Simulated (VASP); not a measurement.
Write the native input for VASP 6.6.1 that does the following.

```yaml
Task: single point
Functional: PBE
Potentials_or_basis: VASP PAW PBE potentials, release 64 (Na_pv, Zn, N)
Cutoff: 520 eV
k_mesh: 6 × 6 × 4
Occupations: gaussian, width 0.1 eV
Spin: collinear spin, ferromagnetic start
Starting_moments: "[0.0, 0.0, 0.0, 0.0, 0.0, 1.0] μB"
Dipole_correction: no
Further_INCAR_settings: ALGO = Normal; EDIFF = 1e-07; NBANDS = 38
```

The structure of Na3Zn2N lies in POSCAR:

```
Na3Zn2N
1.0
    5.2729797300      0.0000000000      0.0000000000
   -2.6364898600      4.5665344000      0.0000000000
    0.0000000000      0.0000000000      4.5562227800
Na Zn N
3 2 1
Direct
    0.0000000000      0.0000000000      0.5000000000
    0.3333333300      0.6666666700      0.5000000000
    0.6666666700      0.3333333300      0.5000000000
    0.3333333300      0.6666666700      0.0000000000
    0.6666666700      0.3333333300      0.0000000000
    0.0000000000      0.0000000000      0.0000000000
```

The cell was generated, and may not be a known phase.

These files were run (other wordings do the same):

INCAR

```
SYSTEM = Na3Zn2N
ALGO     = Normal         ! electronic algorithm
EDIFF    = 1E-7           ! SCF threshold, eV
ENCUT    = 520            ! plane-wave cutoff, eV
GGA      = PE             ! functional
ISIF     = 2              ! what is computed and relaxed
ISMEAR   = 0              ! smearing method
ISPIN    = 2              ! spin polarisation
LASPH    = .True.         ! aspherical terms in the spheres
LCHARG   = .False.        ! write CHGCAR
LORBIT   = 11             ! projections on sites
LREAL    = .False.        ! projectors in reciprocal space
LWAVE    = .False.        ! write WAVECAR
MAGMOM   = 0 0 0 0 0 1    ! initial moments
NBANDS   = 38             ! bands
NELM     = 150            ! most SCF steps
PREC     = Accurate       ! precision mode
SIGMA    = 0.1            ! smearing width, eV
```

KPOINTS

```
k-points
0
Gamma
  6 6 4
  0 0 0
```

Potentials or basis: VASP PAW PBE potentials, release 64 (Na_pv, Zn, N).

Launch:

```sh
$ cat potpaw_PBE.64/Na_pv/POTCAR potpaw_PBE.64/Zn/POTCAR potpaw_PBE.64/N/POTCAR > POTCAR
$ mpirun -np 1 vasp_std > vasp.out
```

It gave:

```
Pressure                                              : 8.9 GPa
Net moment                                            : 0.51 μB per cell
Site moments                                          : Na -0.01; Zn +0.00; N +0.50 μB
Valence electrons inside the program's atomic spheres : Na 6.11, 6.19 (each value once); Zn 10.71; N 3.39
```

Caveat: the stress differs along the axes, from -0 to 28 GPa; a moment this small can come from the mesh or the smearing.

Wall time 2.8 min on 1 thread of Intel(R) Xeon(R) 6975P-C (Granite Rapids) (shared host), peak memory 0.35 GiB.
